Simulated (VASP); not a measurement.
Wanted: the native input for a VASP 6.6.1 run.

| Quantity | Value |
| --- | --- |
| Task | single point |
| Functional | LDA |
| Potentials or basis | VASP PAW LDA potentials, release 64 (Ti_sv, C) |
| Cutoff | 520 eV |
| k mesh | 9 × 9 × 1 |
| Occupations | gaussian, width 0.1 eV |
| Spin | no spin polarisation |
| Dipole correction | yes |
| Further INCAR settings | ALGO = Normal; EDIFF = 1e-06; NBANDS = 34 |

The structure of Ti4C lies in POSCAR:

```
Ti4C
1.0
    2.8641158382      0.0000000000      0.0000000000
   -1.4320579191      2.4803970752      0.0000000000
    0.0000000000      0.0000000000     22.2412393510
Ti C
4 1
Direct
    0.6666666667      0.3333333333      0.1798460930
    0.3333333333      0.6666666667      0.2818047761
    0.6666666667      0.3333333333      0.3878689313
    0.3333333333      0.6666666667      0.5035180972
    0.6666666667      1.3333333333      0.5420466740
```

One way to write it, as run:

INCAR

```
PREC = Accurate
ENCUT = 520
EDIFF = 1E-6
ISMEAR = 0
SIGMA = 0.1
LREAL = False
LASPH = True
NELM = 100
ALGO = Normal
ISIF = 2
LWAVE = False
LCHARG = False
LDIPOL = True
IDIPOL = 3
DIPOL = 0.5 0.5 0.379
GGA = CA
NBANDS = 34
```

KPOINTS

```
Automatic mesh
0
Gamma
  9 9 1
```

Potentials or basis: VASP PAW LDA potentials, release 64 (Ti_sv, C).

The run is started by

```sh
$ cat potpaw_LDA.64/Ti_sv/POTCAR potpaw_LDA.64/C/POTCAR > POTCAR
$ mpirun -np 1 vasp_std > vasp.out
```

Results of the run:

- Largest force: 0.528 eV/Å
- Band gap on the k mesh: zero (band 26 reaches 1.08 eV, above the bottom of band 27 at 0.48 eV)

It took 2.1 min on 1 thread of Intel(R) Xeon(R) Platinum 8124M CPU @ 3.00GHz (Skylake/Cascade Lake), with other jobs on the host, peak memory 0.26 GiB.
